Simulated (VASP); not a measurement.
# Nb3N in VASP: further runs

Nb3N is run at these levels: PBE; tasks: single point.

All numbers are computed with VASP 6.6.1; they aren't measurements. Logs are shortened: lines on timing, memory, paths and dates and some standing lists are left out, and cuts for length are marked.

## Step 1: The cell of the first run

The cell holds a slab with vacuum, 4 atoms: a = 2.983 Å, b = 2.983 Å, c = 19.745 Å, α = 90.00°, β = 90.00°, γ = 90.00°.

## Step 2: Single point, PBE

Input file INCAR:

```
SYSTEM = Nb3N
PREC     = Accurate       ! precision mode
ENCUT    = 520            ! plane-wave cutoff, eV
EDIFF    = 1E-6           ! SCF threshold, eV
ISMEAR   = 0              ! smearing method
SIGMA    = 0.1            ! smearing width, eV
LREAL    = .False.        ! projectors in reciprocal space
LASPH    = .True.         ! aspherical terms in the spheres
NELM     = 100            ! most SCF steps
ALGO     = Normal         ! electronic algorithm
ISIF     = 2              ! what is computed and relaxed
LWAVE    = .False.        ! write WAVECAR
LCHARG   = .False.        ! write CHGCAR
LDIPOL   = .True.       
IDIPOL   = 3            
DIPOL    = 0.5 0.5 0.350
GGA      = PE             ! functional
NBANDS   = 30             ! bands
```

Input file KPOINTS:

```
Automatic mesh
0
Gamma
  9 9 1
  0 0 0
```

Input file POSCAR:

```
Nb3N
1.0
    2.9829001615      0.0000000000      0.0000000000
    0.0000000000      2.9829001615      0.0000000000
    0.0000000000      0.0000000000     19.7446861459
Nb N
3 1
Direct
    0.5000000000      0.5000000000      0.2025861526
    0.0000000000      0.0000000000      0.3100743693
    0.5000000000      0.5000000000      0.4175648114
    0.8333333333      0.8333333333      0.4691427372
```

Potentials or basis: VASP PAW PBE potentials, release 64 (Nb_sv, N).

Run with:

```sh
cat potpaw_PBE.64/Nb_sv/POTCAR potpaw_PBE.64/N/POTCAR > POTCAR
mpirun -np 1 vasp_std > vasp.out
```

OUTCAR:

```text
SYSTEM = Nb3N
   PREC = Accurate
   ENCUT = 520
   EDIFF = 1E-6
   ISMEAR = 0
   LREAL = .False.
   LASPH = .True.
   NELM = 100
   ISIF = 2
   GGA = PE

 ion  position               nearest neighbor table
   1  0.500  0.500  0.203-   2 2.99   2 2.99   2 2.99   2 2.99
   2  0.000  0.000  0.310-   1 2.99   1 2.99   1 2.99   1 2.99   3 2.99   3 2.99   3 2.99   3 2.99

   3  0.500  0.500  0.418-   4 1.74   2 2.99   2 2.99   2 2.99   2 2.99
   4  0.833  0.833  0.469-   3 1.74

  LATTYP: Found a simple tetragonal cell.
 ALAT       =     2.9829001615
 C/A-ratio  =     6.6192916547

  Lattice vectors:

 A1 = (   2.9829001615,   0.0000000000,   0.0000000000)
 A2 = (   0.0000000000,   2.9829001615,   0.0000000000)
 A3 = (   0.0000000000,   0.0000000000,  19.7446861459)

Analysis of symmetry for initial positions (statically):
=====================================================================
 Subroutine PRICEL returns:
 Original cell was already a primitive cell.

 Routine SETGRP: Setting up the symmetry group for a
 simple tetragonal supercell.

 Subroutine GETGRP returns: Found  2 space group operations
 (whereof  2 operations were pure point group operations)
 out of a pool of 16 trial point group operations.

The static configuration has the point symmetry C_1h.

Analysis of symmetry for dynamics (positions and initial velocities):
=====================================================================
 Subroutine PRICEL returns:
 Original cell was already a primitive cell.

 Routine SETGRP: Setting up the symmetry group for a
 simple tetragonal supercell.

 Subroutine GETGRP returns: Found  2 space group operations
 (whereof  2 operations were pure point group operations)
 out of a pool of 16 trial point group operations.

The dynamic configuration has the point symmetry C_1h.

 Subroutine INISYM returns: Found  2 space group operations
 (whereof  2 operations are pure point group operations),
 and found     1 'primitive' translations

----------------------------------------------------------------------------------------

                                     Primitive cell

  volume of cell :     175.6822

  direct lattice vectors                    reciprocal lattice vectors
     2.982900161  0.000000000  0.000000000     0.335244207  0.000000000  0.000000000
     0.000000000  2.982900161  0.000000000     0.000000000  0.335244207  0.000000000
     0.000000000  0.000000000 19.744686146     0.000000000  0.000000000  0.050646538

  length of vectors
     2.982900161  2.982900161 19.744686146     0.335244207  0.335244207  0.050646538

  position of ions in fractional coordinates (direct lattice)
     0.500000000  0.500000000  0.202586153
     0.000000000  0.000000000  0.310074369
     0.500000000  0.500000000  0.417564811
     0.833333333  0.833333333  0.469142737

  ion indices of the primitive-cell ions
   primitive index   ion index
                 1           1
                 2           2
                 3           3
                 4           4

----------------------------------------------------------------------------------------

 KPOINTS: Automatic mesh

Automatic generation of k-mesh.
 Grid dimensions read from file:
 generate k-points for:    9    9    1

 Generating k-lattice:

  Cartesian coordinates                     Fractional coordinates (reciprocal lattice)
     0.037249356  0.000000000  0.000000000     0.111111111  0.000000000  0.000000000
     0.000000000  0.037249356  0.000000000     0.000000000  0.111111111  0.000000000
     0.000000000  0.000000000  0.050646538     0.000000000  0.000000000  1.000000000

  Length of vectors
     0.037249356  0.037249356  0.050646538

  Shift w.r.t. Gamma in fractional coordinates (k-lattice)
     0.000000000  0.000000000  0.000000000

 Subroutine IBZKPT returns following result:
 ===========================================

 Found     25 irreducible k-points:

 Following reciprocal coordinates:
            Coordinates               Weight
  0.000000  0.000000  0.000000      1.000000
  0.111111  0.000000  0.000000      4.000000
  0.222222  0.000000  0.000000      4.000000
  0.333333  0.000000  0.000000      4.000000
  0.444444  0.000000  0.000000      4.000000
  0.111111  0.111111  0.000000      2.000000
[... 16 lines left out ...]
 -0.333333  0.444444  0.000000      4.000000
  0.444444  0.444444  0.000000      2.000000
   k-points           NKPTS =     25   k-points in BZ     NKDIM =     25   number of bands    NBANDS=     30
   number of dos      NEDOS =    301   number of ions     NIONS =      4
   total plane-waves  NPLWV =  86400
   dimension x,y,z NGX =    24 NGY =   24 NGZ =  150
   dimension x,y,z NGXF=    48 NGYF=   48 NGZF=  300
   ions per type =               3   1
   NGX,Y,Z   is equivalent  to a cutoff of  13.38, 13.38, 12.63 a.u.
   NGXF,Y,Z  is equivalent  to a cutoff of  26.75, 26.75, 25.26 a.u.
 SYSTEM =  Nb3N
   PREC   = accura    normal or accurate (medium, high low for compatibility)
   ISTART =      0    job   : 0-new  1-cont  2-samecut
   ICHARG =      2    charge: 1-file 2-atom 10-const
   ISPIN  =      1    spin polarized calculation?
   LNONCOLLINEAR =      F non collinear calculations
   LSORBIT =      F    spin-orbit coupling
   LASPH  =      T    aspherical Exc in radial PAW
   ENCUT  =  520.0 eV  38.22 Ry    6.18 a.u.   5.55  5.55 36.71*2*pi/ulx,y,z
   NELM   =    100;   NELMIN=  2; NELMDL= -5     # of ELM steps
   EDIFF  = 0.1E-05   stopping-criterion for ELM
   LREAL  =      F    real-space projection
   EDIFFG = 0.1E-04   stopping-criterion for IOM
   NSW    =      0    number of steps for IOM
   IBRION =     -1    ionic relax: 0-MD 1-quasi-New 2-CG
   NFREE  =      0    steps in history (QN), initial steepest desc. (CG)
   ISIF   =      2    stress and relaxation
   ISYM   =      2    0-nonsym 1-usesym 2-fastsym
   POTIM  = 0.5000    time-step for ionic-motion
   TEBEG  =    0.0;   TEEND  =   0.0 temperature during run
   PSTRESS=    0.0 pullay stress
   NELECT =      44.0000    total number of electrons
   NUPDOWN=      -1.0000    fix difference up-down
   EMIN   =  10.00;   EMAX   =-10.00  energy-range for DOS
   EFERMI =   0.00;   METHOD = LEGACY
   ISMEAR =     0;   SIGMA  =   0.10  broadening in eV -4-tet -1-fermi 0-gaus
   EFERMI_NEDOS =   21; number of points for ismear=-14 and -15
   IALGO  =     38    algorithm
   IMIX   =      4    mixing-type and parameters
     AMIX     =   0.40;   BMIX     =  1.00
     AMIX_MAG =   1.60;   BMIX_MAG =  1.00
  volume/ion in A,a.u.               =      43.92       296.39
  Fermi-wavevector in a.u.,A,eV,Ry     =   1.031929  1.950063 14.488538  1.064878
  Thomas-Fermi vector in A             =   2.166102
   LORBIT       =      0    0 simple, 1 ext, 2 COOP (PROOUT), +10 PAW based schemes
   GGA     = PE    functional components
   LHFCALC =     F    Hartree Fock is set to
   AEXX    =    0.0000 exact exchange contribution
   IVDW    =     0    specifies the selected vdW correction
   LEPSILON=     F    determine dielectric tensor
   LRPA    =     F    only Hartree local field effects (RPA)
 non-spin polarized calculation
 Gauss-broadening in eV      SIGMA  =   0.10
  energy-cutoff  :      520.00
  volume of cell :      175.68
 maximum number of plane-waves:      4765
 NGX is ok and might be reduce to    24
   NGX = 11   NGY = 11   NGZ = 73

 dipolmoment           0.000000      0.000000     -0.176065 electrons x Angstroem

 number of electron      44.0000006 magnetization

 dipolmoment           0.000000      0.000000      0.078992 electrons x Angstroem

 Free energy of the ion-electron system (eV)
  ---------------------------------------------------
  ext. energy  EPLUGINS =         0.00000000
  ---------------------------------------------------
  free energy    TOTEN  =       -36.34188921 eV

  energy without entropy =      -36.31821507  energy(sigma->0) =      -36.33005214

 E-fermi :   0.7133     XC(G=0):  -5.3182

 val. band max:        0.6972533329   @ k =  -0.1111   0.4444   0.0000
 cond. band min:       0.7151449018   @ k =   0.4444   0.1111   0.0000
 fundamental gap:      0.0178915689
 Fermi energy:         0.7133253616

 k-point     1 :       0.0000    0.0000    0.0000
  band No.  band energies     occupation
      1     -54.5686      2.00000
      2     -54.3536      2.00000
      3     -54.0604      2.00000
      4     -30.9830      2.00000
      5     -30.6338      2.00000
      6     -30.4699      2.00000
[... 22 lines left out ...]
     29       3.7078      0.00000
     30       3.9824      0.00000

 k-point     2 :       0.1111    0.0000    0.0000
  band No.  band energies     occupation
      1     -54.5595      2.00000
      2     -54.3449      2.00000
      3     -54.0551      2.00000
      4     -30.9877      2.00000
      5     -30.6457      2.00000
      6     -30.4916      2.00000
[... 22 lines left out ...]
     29       3.4975      0.00000
     30       4.0014      0.00000

 k-point     3 :       0.2222    0.0000    0.0000
  band No.  band energies     occupation
      1     -54.5363      2.00000
      2     -54.3227      2.00000
      3     -54.0418      2.00000
      4     -31.0490      2.00000
      5     -30.6885      2.00000
      6     -30.5399      2.00000
[... 22 lines left out ...]
     29       3.1940      0.00000
     30       3.7339      0.00000

 k-point     4 :       0.3333    0.0000    0.0000
  band No.  band energies     occupation
      1     -54.5097      2.00000
      2     -54.2970      2.00000
      3     -54.0270      2.00000
      4     -31.2022      2.00000
      5     -30.7416      2.00000
      6     -30.5862      2.00000
[... 22 lines left out ...]
     29       3.1768      0.00000
     30       4.0119      0.00000

 k-point     5 :       0.4444    0.0000    0.0000
  band No.  band energies     occupation
      1     -54.4923      2.00000
      2     -54.2800      2.00000
      3     -54.0175      2.00000
      4     -31.3261      2.00000
      5     -30.7949      2.00000
      6     -30.6933      2.00000
[... 22 lines left out ...]
     29       3.4953      0.00000
     30       4.2579      0.00000
[... 526 lines left out ...]
     29       4.0126      0.00000
     30       4.6154      0.00000

 k-point    22 :       0.4444    0.3333    0.0000
  band No.  band energies     occupation
      1     -54.4409      2.00000
      2     -54.2333      2.00000
      3     -53.9707      2.00000
      4     -31.3064      2.00000
      5     -30.8495      2.00000
      6     -30.6301      2.00000
[... 22 lines left out ...]
     29       4.6111      0.00000
     30       5.2422      0.00000

 k-point    23 :      -0.3333    0.4444    0.0000
  band No.  band energies     occupation
      1     -54.4409      2.00000
      2     -54.2333      2.00000
      3     -53.9707      2.00000
      4     -31.2991      2.00000
      5     -30.8554      2.00000
      6     -30.6310      2.00000
[... 22 lines left out ...]
     29       4.8225      0.00000
     30       5.1056      0.00000

 k-point    24 :       0.4444    0.4444    0.0000
  band No.  band energies     occupation
      1     -54.4257      2.00000
      2     -54.2195      2.00000
      3     -53.9569      2.00000
      4     -31.3410      2.00000
      5     -30.9245      2.00000
      6     -30.6314      2.00000
[... 22 lines left out ...]
     29       4.9674      0.00000
     30       5.4020      0.00000

 [... further k-points ...]

------------------------ aborting loop because EDIFF is reached ----------------------------------------

 vacuum level on the upper side and lower side of the slab       (xc-potential included)         0.683        -0.944

  FORCE on cell =-STRESS in cart. coord.  units (eV):
  Direction    XX          YY          ZZ          XY          YZ          ZX
  --------------------------------------------------------------------------------------
  -------------------------------------------------------------------------------------
  Total       -1.1393009     -1.1393009      1.8647694      2.8518970      3.0562948      3.0562961
  in kB      -10.3901385    -10.3901385     17.0062297     26.0085867     27.8726427     27.8726549
  external PRESSURE =      -1.2580158 kB  Pullay stress =       0.0000000 kB

 VOLUME and BASIS-vectors are now :
 -----------------------------------------------------------------------------
  energy-cutoff  :      520.00
  volume of cell :      175.68
      direct lattice vectors                 reciprocal lattice vectors
     2.982900161  0.000000000  0.000000000     0.335244207  0.000000000  0.000000000
     0.000000000  2.982900161  0.000000000     0.000000000  0.335244207  0.000000000
     0.000000000  0.000000000 19.744686146     0.000000000  0.000000000  0.050646538

 POSITION                                       TOTAL-FORCE (eV/Angst)
 -----------------------------------------------------------------------------------
      1.49145      1.49145      4.00000         0.066108      0.066108      0.348965
      0.00000      0.00000      6.12232        -0.134032     -0.134032     -1.597832
      1.49145      1.49145      8.24469        -2.933041     -2.933041      1.244268
      2.48575      2.48575      9.26308         3.000964      3.000964      0.004599
 -----------------------------------------------------------------------------------
    total drift:                               -0.000036     -0.000036      0.000488

  FREE ENERGIE OF THE ION-ELECTRON SYSTEM (eV)
  ---------------------------------------------------
  free  energy   TOTEN  =       -36.3418892146 eV

  energy  without entropy=      -36.3182150700  energy(sigma->0) =      -36.33005214

 vacuum level on the upper side and lower side of the slab         6.327         4.655
```

It took 2.5 min on 1 thread of Intel Xeon Platinum 8559C (Emerald Rapids), shared host; peak memory 0.33 GiB.

What came out:

| Property | Result |
| --- | --- |
| Free energy | -36.3419 eV |
| Largest force | 4.331 eV/Å |
| Band gap on the k mesh | zero (bands 22 and 23 overlap by 0.41 eV) |

Forces on the atoms (eV/Å):
```
Nb   0.066  0.066  0.349
Nb  -0.134 -0.134 -1.598
Nb  -2.933 -2.933  1.244
N    3.001  3.001  0.005
```

[end of part 1 of 2]
